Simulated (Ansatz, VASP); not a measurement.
**C17O: VASP beside Ansatz**

```
C O
1.0
     4.92989    0.00000    0.00000
    -0.00815    4.41330    0.00000
     0.00000    0.00000   23.66503
C O
17 1
Direct
  0.37457 0.74054 0.16903
  0.87457 0.74054 0.16903
  0.12440 0.63660 0.19201
  0.62440 0.63660 0.19201
  0.12405 0.42910 0.23805
  0.62405 0.42910 0.23805
  0.37388 0.32516 0.26103
  0.87388 0.32516 0.26103
  0.37353 0.11265 0.30707
  0.87353 0.11265 0.30707
  0.12336 0.00729 0.32900
  0.62336 0.00729 0.32900
  0.12299 0.78105 0.37481
  0.62299 0.78105 0.37481
  0.37283 0.68268 0.39362
  0.87283 0.68268 0.39362
  0.62283 0.93268 0.57744
  0.62283 0.93268 0.52884
```

Alike in both runs: task single point; functional PBE; dispersion D3(BJ); k mesh 6 × 6 × 1; occupations gaussian, width 0.05 eV; no spin polarisation.

```csv
,VASP,Ansatz
version,VASP 6.6.1,Ansatz 0.2.0
potentials or method,"VASP PAW PBE potentials, release 64 (C, O), cutoff 520 eV","scalar-relativistic, plane waves, PAW"
valence electrons in the cell,74,74
```

```tsv
	VASP	Ansatz	Ansatz less VASP
gap on the k mesh at the Fermi level (eV)	none	none	-
rms of the force components (eV/Å)	0.738	0.789	+0.0513
work function, face that differs most (eV)	5.98	6.02	+0.036
```

A gap of «none» marks a metal or a gap that the smearing closes.

Noted on VASP's run: the standard files for N, O and F lose accuracy on very short bonds.
